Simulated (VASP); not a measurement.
# KBr in VASP: notebook

Runs on KBr. Level: PBE. Tasks: single point.

Program: VASP 6.6.1. These are calculated values, not measurements. Logs are shortened: lines on timing, memory, paths and dates and some standing lists are left out, and cuts for length are marked.

## (1) The cell of the first run

The structure is cubic, space group Fm-3m (No. 225). The conventional cell has a = 6.604 Å, b = 6.604 Å, c = 6.604 Å, α = 90.00°, β = 90.00°, γ = 90.00°. Within 4.3 Å of K (site symmetry m-3m) lie 6 Br at 3.30 Å. Br (site symmetry m-3m) has 6 K at 3.30 Å within 4.3 Å.

## (2) Single point, PBE

INCAR

```
SYSTEM = KBr
ALGO = Normal
EDIFF = 1E-6
ENCUT = 520
GGA = PE
ISIF = 2
ISMEAR = 0
LASPH = .True.
LCHARG = .False.
LREAL = .False.
LWAVE = .False.
NBANDS = 15
NELM = 60
PREC = Accurate
SIGMA = 0.01
```

KPOINTS

```
k-points
0
Gamma
  4 4 4
  0 0 0
```

POSCAR

```
KBr
1.0
    0.0000000000      3.3022478065      3.3022478065
    3.3022478065      0.0000000000      3.3022478065
    3.3022478065      3.3022478065      0.0000000000
K Br
1 1
Direct
    0.0000000000      0.0000000000      0.0000000000
    0.5000000000      0.5000000000      0.5000000000
```

Potentials or basis: VASP PAW PBE potentials, release 64 (K_sv, Br).

Command:

```console
$ cat potpaw_PBE.64/K_sv/POTCAR potpaw_PBE.64/Br/POTCAR > POTCAR
$ mpirun -np 1 vasp_std > vasp.out
```

OUTCAR:

```text
SYSTEM = KBr
   EDIFF = 1E-6
   ENCUT = 520
   GGA = PE
   ISIF = 2
   ISMEAR = 0
   LASPH = .True.
   LREAL = .False.
   NELM = 60
   PREC = Accurate

 ion  position               nearest neighbor table
   1  0.000  0.000  0.000-   2 3.30   2 3.30   2 3.30   2 3.30   2 3.30   2 3.30
   2  0.500  0.500  0.500-   1 3.30   1 3.30   1 3.30   1 3.30   1 3.30   1 3.30

  LATTYP: Found a face centered cubic cell.
 ALAT       =     6.6044956130

  Lattice vectors:

 A1 = (   0.0000000000,   3.3022478065,   3.3022478065)
 A2 = (   3.3022478065,   0.0000000000,   3.3022478065)
 A3 = (   3.3022478065,   3.3022478065,   0.0000000000)

Analysis of symmetry for initial positions (statically):
=====================================================================
 Subroutine PRICEL returns:
 Original cell was already a primitive cell.

 Routine SETGRP: Setting up the symmetry group for a
 face centered cubic supercell.

 Subroutine GETGRP returns: Found 48 space group operations
 (whereof 48 operations were pure point group operations)
 out of a pool of 48 trial point group operations.

The static configuration has the point symmetry O_h .

Analysis of symmetry for dynamics (positions and initial velocities):
=====================================================================
 Subroutine PRICEL returns:
 Original cell was already a primitive cell.

 Routine SETGRP: Setting up the symmetry group for a
 face centered cubic supercell.

 Subroutine GETGRP returns: Found 48 space group operations
 (whereof 48 operations were pure point group operations)
 out of a pool of 48 trial point group operations.

The dynamic configuration has the point symmetry O_h .

 Subroutine INISYM returns: Found 48 space group operations
 (whereof 48 operations are pure point group operations),
 and found     1 'primitive' translations

----------------------------------------------------------------------------------------

                                     Primitive cell

  volume of cell :      72.0210

  direct lattice vectors                    reciprocal lattice vectors
     0.000000000  3.302247807  3.302247807    -0.151412017  0.151412017  0.151412017
     3.302247807  0.000000000  3.302247807     0.151412017 -0.151412017  0.151412017
     3.302247807  3.302247807  0.000000000     0.151412017  0.151412017 -0.151412017

  length of vectors
     4.670083634  4.670083634  4.670083634     0.262253306  0.262253306  0.262253306

  position of ions in fractional coordinates (direct lattice)
     0.000000000  0.000000000  0.000000000
     0.500000000  0.500000000  0.500000000

  ion indices of the primitive-cell ions
   primitive index   ion index
                 1           1
                 2           2

----------------------------------------------------------------------------------------

 KPOINTS: k-points

Automatic generation of k-mesh.
 Grid dimensions read from file:
 generate k-points for:    4    4    4

 Generating k-lattice:

  Cartesian coordinates                     Fractional coordinates (reciprocal lattice)
    -0.037853004  0.037853004  0.037853004     0.250000000  0.000000000  0.000000000
     0.037853004 -0.037853004  0.037853004     0.000000000  0.250000000  0.000000000
     0.037853004  0.037853004 -0.037853004     0.000000000  0.000000000  0.250000000

  Length of vectors
     0.065563326  0.065563326  0.065563326

  Shift w.r.t. Gamma in fractional coordinates (k-lattice)
     0.000000000  0.000000000  0.000000000

 Subroutine IBZKPT returns following result:
 ===========================================

 Found      8 irreducible k-points:

 Following reciprocal coordinates:
            Coordinates               Weight
  0.000000  0.000000  0.000000      1.000000
  0.250000  0.000000  0.000000      8.000000
  0.500000  0.000000  0.000000      4.000000
  0.250000  0.250000  0.000000      6.000000
  0.500000  0.250000  0.000000     24.000000
 -0.250000  0.250000  0.000000     12.000000
  0.500000  0.500000  0.000000      3.000000
 -0.250000  0.500000  0.250000      6.000000
   k-points           NKPTS =      8   k-points in BZ     NKDIM =      8   number of bands    NBANDS=     15
   number of dos      NEDOS =    301   number of ions     NIONS =      2
   total plane-waves  NPLWV =  46656
   dimension x,y,z NGX =    36 NGY =   36 NGZ =   36
   dimension x,y,z NGXF=    72 NGYF=   72 NGZF=   72
   ions per type =               1   1
   NGX,Y,Z   is equivalent  to a cutoff of  12.82, 12.82, 12.82 a.u.
   NGXF,Y,Z  is equivalent  to a cutoff of  25.63, 25.63, 25.63 a.u.
 SYSTEM =  KBr
   PREC   = accura    normal or accurate (medium, high low for compatibility)
   ISTART =      0    job   : 0-new  1-cont  2-samecut
   ICHARG =      2    charge: 1-file 2-atom 10-const
   ISPIN  =      1    spin polarized calculation?
   LNONCOLLINEAR =      F non collinear calculations
   LSORBIT =      F    spin-orbit coupling
   LASPH  =      T    aspherical Exc in radial PAW
   ENCUT  =  520.0 eV  38.22 Ry    6.18 a.u.   8.68  8.68  8.68*2*pi/ulx,y,z
   NELM   =     60;   NELMIN=  2; NELMDL= -5     # of ELM steps
   EDIFF  = 0.1E-05   stopping-criterion for ELM
   LREAL  =      F    real-space projection
   EDIFFG = 0.1E-04   stopping-criterion for IOM
   NSW    =      0    number of steps for IOM
   IBRION =     -1    ionic relax: 0-MD 1-quasi-New 2-CG
   NFREE  =      0    steps in history (QN), initial steepest desc. (CG)
   ISIF   =      2    stress and relaxation
   ISYM   =      2    0-nonsym 1-usesym 2-fastsym
   POTIM  = 0.5000    time-step for ionic-motion
   TEBEG  =    0.0;   TEEND  =   0.0 temperature during run
   PSTRESS=    0.0 pullay stress
   NELECT =      16.0000    total number of electrons
   NUPDOWN=      -1.0000    fix difference up-down
   EMIN   =  10.00;   EMAX   =-10.00  energy-range for DOS
   EFERMI =   0.00;   METHOD = LEGACY
   ISMEAR =     0;   SIGMA  =   0.01  broadening in eV -4-tet -1-fermi 0-gaus
   EFERMI_NEDOS =   21; number of points for ismear=-14 and -15
   IALGO  =     38    algorithm
   IMIX   =      4    mixing-type and parameters
     AMIX     =   0.40;   BMIX     =  1.00
     AMIX_MAG =   1.60;   BMIX_MAG =  1.00
  volume/ion in A,a.u.               =      36.01       243.01
  Fermi-wavevector in a.u.,A,eV,Ry     =   0.991506  1.873674 13.375661  0.983083
  Thomas-Fermi vector in A             =   2.123252
   LORBIT       =      0    0 simple, 1 ext, 2 COOP (PROOUT), +10 PAW based schemes
   GGA     = PE    functional components
   LHFCALC =     F    Hartree Fock is set to
   AEXX    =    0.0000 exact exchange contribution
   IVDW    =     0    specifies the selected vdW correction
   LEPSILON=     F    determine dielectric tensor
   LRPA    =     F    only Hartree local field effects (RPA)
 non-spin polarized calculation
 Gauss-broadening in eV      SIGMA  =   0.01
  energy-cutoff  :      520.00
  volume of cell :       72.02
 maximum number of plane-waves:      1964
 NGX is ok and might be reduce to    36
   NGX = 17   NGY = 17   NGZ = 17

 number of electron      15.9999997 magnetization

 Free energy of the ion-electron system (eV)
  ---------------------------------------------------
  ext. energy  EPLUGINS =         0.00000000
  ---------------------------------------------------
  free energy    TOTEN  =        -6.21535685 eV

  energy without entropy =       -6.21535685  energy(sigma->0) =       -6.21535685

 E-fermi :  -1.6929     XC(G=0):  -7.3621

 val. band max:       -1.7480382895   @ k =   0.0000   0.0000   0.0000
 cond. band min:       2.6801139021   @ k =   0.0000   0.0000   0.0000
 fundamental gap:      4.4281521915
 Fermi energy:        -1.6929175922

 k-point     1 :       0.0000    0.0000    0.0000
  band No.  band energies     occupation
      1     -29.5344      2.00000
      2     -14.0376      2.00000
      3     -13.0115      2.00000
      4     -13.0115      2.00000
      5     -13.0115      2.00000
      6      -1.7480      2.00000
      7      -1.7480      2.00000
      8      -1.7480      2.00000
      9       2.6801      0.00000
     10       5.8551      0.00000
     11       5.8551      0.00000
     12       5.8551      0.00000
     13       6.6770      0.00000
     14       6.6770      0.00000
     15       9.8489      0.00000

 k-point     2 :       0.2500    0.0000    0.0000
  band No.  band energies     occupation
      1     -29.5316      2.00000
      2     -14.1347      2.00000
      3     -13.0143      2.00000
      4     -13.0143      2.00000
      5     -12.8794      2.00000
      6      -2.4170      2.00000
      7      -1.9203      2.00000
      8      -1.9203      2.00000
      9       3.9309      0.00000
     10       5.7371      0.00000
     11       6.5565      0.00000
     12       6.5565      0.00000
     13       7.4453      0.00000
     14       7.4453      0.00000
     15      10.4581      0.00000

 k-point     3 :       0.5000    0.0000    0.0000
  band No.  band energies     occupation
      1     -29.5288      2.00000
      2     -14.2150      2.00000
      3     -13.0170      2.00000
      4     -13.0170      2.00000
      5     -12.7630      2.00000
      6      -2.9226      2.00000
      7      -2.0792      2.00000
      8      -2.0792      2.00000
      9       4.8379      0.00000
     10       6.4792      0.00000
     11       8.0090      0.00000
     12       8.0090      0.00000
     13       8.3208      0.00000
     14       8.3208      0.00000
     15       9.1723      0.00000

 k-point     4 :       0.2500    0.2500    0.0000
  band No.  band energies     occupation
      1     -29.5307      2.00000
      2     -14.0849      2.00000
      3     -13.0292      2.00000
      4     -13.0292      2.00000
      5     -12.9247      2.00000
      6      -2.4516      2.00000
      7      -1.9097      2.00000
      8      -1.9097      2.00000
      9       4.1441      0.00000
     10       4.7837      0.00000
     11       7.0948      0.00000
     12       7.2994      0.00000
     13       7.2994      0.00000
     14       7.8627      0.00000
     15       9.9367      0.00000

 k-point     5 :       0.5000    0.2500    0.0000
  band No.  band energies     occupation
      1     -29.5280      2.00000
      2     -14.0948      2.00000
      3     -13.0510      2.00000
      4     -13.0321      2.00000
      5     -12.8962      2.00000
      6      -2.6297      2.00000
      7      -2.2089      2.00000
      8      -2.0563      2.00000
      9       4.9056      0.00000
     10       5.8153      0.00000
     11       7.1930      0.00000
     12       7.8922      0.00000
     13       7.9941      0.00000
     14       8.4615      0.00000
     15       9.1662      0.00000

 k-point     6 :      -0.2500    0.2500    0.0000
  band No.  band energies     occupation
      1     -29.5289      2.00000
      2     -14.1427      2.00000
      3     -13.0514      2.00000
      4     -13.0173      2.00000
      5     -12.8369      2.00000
      6      -2.6592      2.00000
      7      -2.1496      2.00000
      8      -2.0672      2.00000
      9       5.1353      0.00000
     10       5.7144      0.00000
     11       7.0736      0.00000
     12       7.1905      0.00000
     13       7.8728      0.00000
     14       8.9213      0.00000
     15       9.2343      0.00000

 k-point     7 :       0.5000    0.5000    0.0000
  band No.  band energies     occupation
      1     -29.5272      2.00000
      2     -13.9400      2.00000
      3     -13.1011      2.00000
      4     -13.0471      2.00000
      5     -13.0471      2.00000
      6      -2.5593      2.00000
      7      -2.0329      2.00000
      8      -2.0329      2.00000
      9       4.1187      0.00000
     10       5.4429      0.00000
     11       7.6151      0.00000
     12       7.7499      0.00000
     13       7.9169      0.00000
     14       9.0187      0.00000
     15       9.0187      0.00000

 k-point     8 :      -0.2500    0.5000    0.2500
  band No.  band energies     occupation
      1     -29.5271      2.00000
      2     -14.0368      2.00000
      3     -13.0740      2.00000
      4     -13.0740      2.00000
      5     -12.9155      2.00000
      6      -2.3336      2.00000
      7      -2.3336      2.00000
      8      -2.2826      2.00000
      9       5.6363      0.00000
     10       5.6363      0.00000
     11       6.5017      0.00000
     12       7.2462      0.00000
     13       8.9392      0.00000
     14       9.0433      0.00000
     15       9.2649      0.00000

------------------------ aborting loop because EDIFF is reached ----------------------------------------

  FORCE on cell =-STRESS in cart. coord.  units (eV):
  Direction    XX          YY          ZZ          XY          YZ          ZX
  --------------------------------------------------------------------------------------
  -------------------------------------------------------------------------------------
  Total        0.3259536      0.3259536      0.3259536      0.0000000      0.0000000      0.0000000
  in kB        7.2511574      7.2511574      7.2511574      0.0000000      0.0000000      0.0000000
  external PRESSURE =       7.2511574 kB  Pullay stress =       0.0000000 kB

 VOLUME and BASIS-vectors are now :
 -----------------------------------------------------------------------------
  energy-cutoff  :      520.00
  volume of cell :       72.02
      direct lattice vectors                 reciprocal lattice vectors
     0.000000000  3.302247807  3.302247807    -0.151412017  0.151412017  0.151412017
     3.302247807  0.000000000  3.302247807     0.151412017 -0.151412017  0.151412017
     3.302247807  3.302247807  0.000000000     0.151412017  0.151412017 -0.151412017

 POSITION                                       TOTAL-FORCE (eV/Angst)
 -----------------------------------------------------------------------------------
      0.00000      0.00000      0.00000         0.000000      0.000000     -0.000000
      3.30225      3.30225      3.30225        -0.000000     -0.000000      0.000000
 -----------------------------------------------------------------------------------
    total drift:                                0.000000      0.000000      0.000000

  FREE ENERGIE OF THE ION-ELECTRON SYSTEM (eV)
  ---------------------------------------------------
  free  energy   TOTEN  =        -6.2153568499 eV

  energy  without entropy=       -6.2153568499  energy(sigma->0) =       -6.21535685
```

It took 7.1 s on 1 thread of Intel Xeon 6975P-C (Granite Rapids), shared host; peak memory 0.19 GiB.

What came out:

| Property | Result |
| --- | --- |
| Free energy | -6.2154 eV |
| Pressure | 0.7 GPa |
| Band gap on the k mesh | 4.43 eV, direct |

(Part 1 of 2 ends here.)
